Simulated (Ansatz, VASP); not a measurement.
# One calculation of Fe, two programs

```xyz
4
Lattice="2.5220 0.0000 0.0000 -1.2610 2.1841 0.0000 0.0000 0.0000 8.4717" Properties=species:S:1:pos:R:3 pbc="T T T"
Fe    1.2610    2.1841    0.0000
Fe    0.0000    0.0000    4.2358
Fe    0.0000    1.4561    2.1179
Fe    1.2610    0.7280    6.3538
```

Alike in both runs: task single point; functional r2SCAN; k mesh 16 × 16 × 4; occupations fermi-dirac, width 0.05 eV; collinear spin.

|  | VASP | Ansatz |
| --- | --- | --- |
| version | VASP 6.6.1 | Ansatz 0.2.0 |
| potentials or method | VASP PAW PBE potentials, release 64 (Fe), cutoff 520 eV | plane waves (500 eV) with PAW, scalar-relativistic |
| valence electrons in the cell | 32 | 64 |

VASP gave:

| Property | Result |
| --- | --- |
| pressure (GPa) | 7.8 |
| traceless stress, the component that is largest in VASP (GPa) | -0.43 |
| net moment per atom (μB) | 2.78 |
| size of the moment on the site where the two differ most (μB) | 2.82 |

What did Ansatz give for the same quantities?

Pressure (GPa): 8.2; traceless stress, the component that is largest in VASP (GPa): -0.73; net moment per atom (μB): 2.79; size of the moment on the site where the two differ most (μB): 2.89.

VASP's potentials were made for PBE, not for r2SCAN. Site moments also hang on the region over which each program counts them. The functional is the same, so the differences come from potentials, cutoffs and numerics. VASP's potentials hold 32 valence electrons a cell and Ansatz's 64, so a difference there can come from the potentials and not from the codes. Ansatz's warnings: stability check not made.
